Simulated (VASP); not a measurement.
## W: single point with PBE

The system is W.

```
CELL_PARAMETERS angstrom
4.90758 0.00000 0.00000
0.00000 4.90758 0.00000
0.00000 0.00000 4.90758
ATOMIC_POSITIONS crystal
W 0.00000 0.00000 0.00000
W 0.50000 0.50000 0.50000
W 0.00000 0.50000 0.25000
W 0.00000 0.50000 0.75000
W 0.25000 0.00000 0.50000
W 0.75000 0.00000 0.50000
W 0.50000 0.75000 0.00000
W 0.50000 0.25000 0.00000
```

| Property | Result |
| --- | --- |
| Program | VASP 6.6.1 |
| Task | single point |
| Functional | PBE |
| Potentials or basis | VASP PAW PBE potentials, release 64 (W_sv) |
| Cutoff | 520 eV |
| k mesh | 8 × 8 × 8 |
| Occupations | gaussian, width 0.05 eV |
| Spin | no spin polarisation |

The pressure is 39.2 GPa. The band gap on the k mesh is zero (bands 56 and 57 overlap by 1.16 eV).

Levels at points of the mesh, in eV from the Fermi level:
```
           k point  band 53  band 54  band 55  band 56  band 57  band 58  band 59  band 60
(0.00, 0.00, 0.00)    -1.65    -1.65    -0.58    -0.58    -0.58     1.82     1.82     1.82
(0.50, 0.00, 0.00)    -1.26    -1.26    -0.90    -0.90     0.56     0.56     0.96     0.96
(0.50, 0.50, 0.00)    -1.47    -1.13    -1.13     0.35     0.35     0.39     0.69     1.17
(0.50, 0.50, 0.50)    -1.32    -1.32    -1.32    -1.32     1.50     1.50     1.50     1.50
```

Run time: 6.3 min on 1 thread of Intel Xeon 8259CL, on a shared host, peak memory 0.32 GiB.

Caveat: the cell stands under pressure; spin-orbit coupling is left out, which moves the levels of the heavy elements.
